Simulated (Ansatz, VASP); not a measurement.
Be2SO3 in VASP and in Ansatz

```
Be S O
1.0
     2.45852    0.00000    0.00000
     0.00000    2.45852    0.00000
     0.00000    0.00000    8.95802
Be S O
2 1 3
Direct
  0.00000 0.00000 0.28767
  0.00000 0.00000 0.71233
  0.00000 0.00000 0.00000
  0.50000 0.50000 0.29342
  0.50000 0.50000 0.50000
  0.50000 0.50000 0.70658
```

Change from the starting cell: species swapped into the Mg3HgAu2 type (P4/mmm, No. 123).

Alike in both runs: functional PBE; k mesh 6 × 6 × 2; occupations gaussian, width 0.1 eV; no spin polarisation.

Ansatz relaxed the structure, and its values are those at the end. VASP's run is a single point on that final structure, the one shown.

```csv
,VASP,Ansatz
version,VASP 6.6.1,Ansatz 0.2.0
potentials or method,"VASP PAW PBE potentials, release 64 (Be, S, O), cutoff 520 eV","scalar-relativistic, plane waves, PAW"
valence electrons in the cell,28,28
```

|  | VASP | Ansatz | Ansatz less VASP |
| --- | --- | --- | --- |
| gap on the k mesh at the Fermi level (eV) | none | none | - |
| pressure (GPa) | 0.1 | 0.0 | -0.09 |

A gap of «none» marks a metal or a gap that the smearing closes.

The k mesh is coarse, so the values compare programs but aren't converged.
